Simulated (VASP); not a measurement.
A run of VASP 6.6.1 is set up as follows.

INCAR

```
ALGO = Normal
EDIFF = 1E-6
ENCUT = 520
GGA = PE
ISIF = 2
ISMEAR = -1
LASPH = True
LCHARG = False
LREAL = False
LWAVE = False
NBANDS = 55
NELM = 100
PREC = Accurate
SIGMA = 0.02
```

KPOINTS

```
k-points
0
Gamma
  6 6 6
```

File POSCAR:

```
In2O3
1.0
    2.7813592499      1.6058185116      4.8041744946
   -2.7813592499      1.6058185116      4.8041744946
    0.0000000000     -3.2116370233      4.8041744946
In O
4 6
Direct
    0.8578524499      0.8578524499      0.8578524499
    0.3578524499      0.3578524499      0.3578524499
    0.1421475501      0.1421475501      0.1421475501
    0.6421475501      0.6421475501      0.6421475501
    0.4535314634      0.0464685366      0.7500000000
    0.0464685366      0.7500000000      0.4535314634
    0.5464685366      0.9535314634      0.2500000000
    0.2500000000      0.5464685366      0.9535314634
    0.9535314634      0.2500000000      0.5464685366
    0.7500000000      0.4535314634      0.0464685366
```

Potentials or basis: VASP PAW PBE potentials, release 64 (In_d, O).

Command:

```bash
$ cat potpaw_PBE.64/In_d/POTCAR potpaw_PBE.64/O/POTCAR > POTCAR
$ mpirun -np 1 vasp_std > vasp.out
```

(1) What does it give for the largest force?

(2) What does it give for the pressure?

(3) Predict the band gap on the k mesh.

## Answers

(1) 0.101 eV/Å.

(2) 4.6 GPa.

(3) 1.11 eV (least direct gap 1.21 eV).

Caveat: the cell differs from its parent crystal (epitaxial xy strain +1.0%); the cell stands under pressure; spin-orbit coupling is left out, which moves the levels of the heavy elements.
